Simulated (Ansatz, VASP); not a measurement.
# Ru in VASP and in Ansatz

```
CELL_PARAMETERS angstrom
0.00000 1.90541 1.90541
1.90541 0.00000 1.90541
1.90541 1.90541 0.00000
ATOMIC_POSITIONS crystal
Ru 0.00000 0.00000 0.00000
```

Alike in both runs: functional PBE; k mesh 16 × 16 × 16; occupations fermi-dirac, width 0.05 eV; no spin polarisation.

Ansatz relaxed the structure, and its values are those at the end. VASP's run is a single point on that final structure, the one shown.

|  | VASP | Ansatz |
| --- | --- | --- |
| version | VASP 6.6.1 | Ansatz 0.2.0 |
| potentials or method | VASP PAW PBE potentials, release 64 (Ru_pv) | PAW with Ansatz's default frozen-core files, scalar-relativistic |
| plane-wave cutoff (eV) | 520 | 420 |
| valence electrons in the cell | 14 | 16 |

```tsv
	VASP	Ansatz	Ansatz less VASP
pressure (GPa)	-0.1	0.0	+0.09
```

The functional is the same, so the differences come from potentials, cutoffs and numerics. VASP's potentials hold 14 valence electrons a cell and Ansatz's 16, so a difference there can come from the potentials and not from the codes.
